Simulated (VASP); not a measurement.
The system is TiCo2.

```
Ti Co
1.0
     0.00000    3.35200    3.35200
     3.35200    0.00000    3.35200
     3.35200    3.35200    0.00000
Ti Co
2 4
Direct
  0.50000 0.50000 0.50000
  0.75000 0.75000 0.75000
  0.12500 0.12500 0.12500
  0.62500 0.12500 0.12500
  0.12500 0.12500 0.62500
  0.12500 0.62500 0.12500
```

```yaml
Program: VASP 6.6.1
Task: relaxation of cell and atoms
Functional: PBEsol
Potentials_or_basis: VASP PAW PBE potentials, release 64 (Ti_sv, Co)
Cutoff: 600 eV
k_mesh: 4 × 4 × 4
Occupations: gaussian, width 0.1 eV
Spin: collinear spin, ferrimagnetic start
Starting_moments: "[-0.31, -0.31, 0.82, 0.82, 0.82, 0.82] μB"
```

At the start: pressure -12.0 GPa; volume 12.55 Å³/atom.

How do energy, volume and symmetry change on relaxing?

Over 4 steps the energy falls by 32.4 meV/atom and the volume is 11.70 Å³/atom (-6.8 %); space group Fd-3m (No. 227, to 0.05 Å); moment 0.00 μB per cell.

Step by step:
```
step  energy change (eV)  largest force (eV/Å)  pressure (GPa)  volume (Å³)
   1              0.0000                0.0000          -12.04        75.33
   2              0.0565                0.0000           18.36        65.50
   3             -0.1938                0.0000           -0.82        70.42
   4             -0.1944                0.0000           -0.08        70.19
```

Final structure:
```yaml
crystal:
  lattice:
    - [0.00000, 3.27395, 3.27395]
    - [3.27395, 0.00000, 3.27395]
    - [3.27395, 3.27395, 0.00000]
  atoms:
    - { symbol: Ti, position: [0.50000, 0.50000, 0.50000] }
    - { symbol: Ti, position: [0.75000, 0.75000, 0.75000] }
    - { symbol: Co, position: [0.12500, 0.12500, 0.12500] }
    - { symbol: Co, position: [0.62500, 0.12500, 0.12500] }
    - { symbol: Co, position: [0.12500, 0.12500, 0.62500] }
    - { symbol: Co, position: [0.12500, 0.62500, 0.12500] }
```

Caveat: the k points lie up to 0.42 Å⁻¹ apart in the final cell; the PAW data sets were made with another functional, which shifts forces and pressure a little.
